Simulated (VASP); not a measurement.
Cd3Te2Se: single point with PBE

Cd3Te2Se:

```
Cd Te Se
1.0
     4.58019    0.00000    0.00000
    -2.29010    3.96656    0.00000
     0.00000    0.00000   22.48002
Cd Te Se
6 4 2
Direct
  0.33333 0.66667 0.00636
  0.33333 0.66667 0.33365
  0.33333 0.66667 0.66033
  0.66667 0.33333 0.16033
  0.66667 0.33333 0.50636
  0.66667 0.33333 0.83365
  0.33333 0.66667 0.46073
  0.33333 0.66667 0.78807
  0.66667 0.33333 0.28807
  0.66667 0.33333 0.96073
  0.33333 0.66667 0.12586
  0.66667 0.33333 0.62586
```

```json
{
 "Program": "VASP 6.6.1",
 "Task": "single point",
 "Functional": "PBE",
 "Potentials or basis": "VASP PAW PBE potentials, release 64 (Cd, Te, Se)",
 "Cutoff": "520 eV",
 "k mesh": "6 × 6 × 1",
 "Occupations": "gaussian, width 0.1 eV",
 "Spin": "no spin polarisation"
}
```

```
Pressure               : 0.2 GPa
Largest force          : 0.023 eV/Å
Band gap on the k mesh : 0.27 eV
```

Forces on the atoms (eV/Å):
```
Cd   0.000  0.000 -0.002
Cd   0.000  0.000 -0.005
Cd   0.000  0.000 -0.005
Cd   0.000  0.000 -0.005
Cd   0.000  0.000 -0.002
Cd   0.000  0.000 -0.005
Te   0.000  0.000  0.004
Te   0.000  0.000 -0.015
Te   0.000  0.000 -0.015
Te   0.000  0.000  0.004
Se   0.000  0.000  0.023
Se   0.000  0.000  0.023
```

Levels at points of the mesh, in eV from the valence-band top:
```
           k point  band 51  band 52  band 53  band 54  band 55  band 56  band 57  band 58
(0.00, 0.00, 0.00)    -0.08    -0.08     0.00     0.00     0.27     1.18     1.75     1.96
(0.50, 0.00, 0.00)    -1.17    -1.08    -0.91    -0.75     1.98     2.21     2.44     2.60
```

It took 9.4 min on 1 thread of AMD EPYC 7R43 64-Core Processor (Zen 3), on a shared host, peak memory 0.54 GiB.

Caveat: semilocal functionals underestimate gaps, and a narrow one can read as zero; spin-orbit coupling is left out, which moves the levels of the heavy elements.
